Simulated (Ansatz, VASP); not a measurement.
# B4AsRu in VASP and in Ansatz

```
B As Ru
1.0
     0.00000    3.04992    3.04992
     3.04992    0.00000    3.04992
     3.04992    3.04992    0.00000
B As Ru
4 1 1
Cartesian
  2.1869 2.1869 2.1869
  2.1869 3.9130 3.9130
  3.9130 3.9130 2.1869
  3.9130 2.1869 3.9130
  0.0000 0.0000 0.0000
  4.5749 4.5749 4.5749
```

Change from the starting cell: species swapped into the CeYRh4 type (F-43m, No. 216).

Alike in both runs: functional PBE; k mesh 10 × 10 × 10; occupations gaussian, width 0.1 eV; no spin polarisation.

Ansatz relaxed the structure, and its values are those at the end. VASP's run is a single point on that final structure, the one shown.

|  | VASP | Ansatz |
| --- | --- | --- |
| version | VASP 6.6.1 | Ansatz 0.2.0 |
| potentials or method | VASP PAW PBE potentials, release 64 (B, As, Ru_pv), cutoff 520 eV | scalar-relativistic, plane waves, PAW |
| valence electrons in the cell | 31 | 43 |

Ansatz gave:

* gap on the k mesh at the Fermi level (eV): none
* pressure (GPa): 0.0
* rms of the force components (eV/Å): 0.003

Q: Estimate VASP's values.

A: gap on the k mesh at the Fermi level (eV): none; pressure (GPa): 0.2; rms of the force components (eV/Å): 0.000.

A gap of «none» marks a metal or a gap that the smearing closes. The functional is the same, so the differences come from potentials, cutoffs and numerics. VASP's potentials hold 31 valence electrons a cell and Ansatz's 43, so a difference there can come from the potentials and not from the codes.
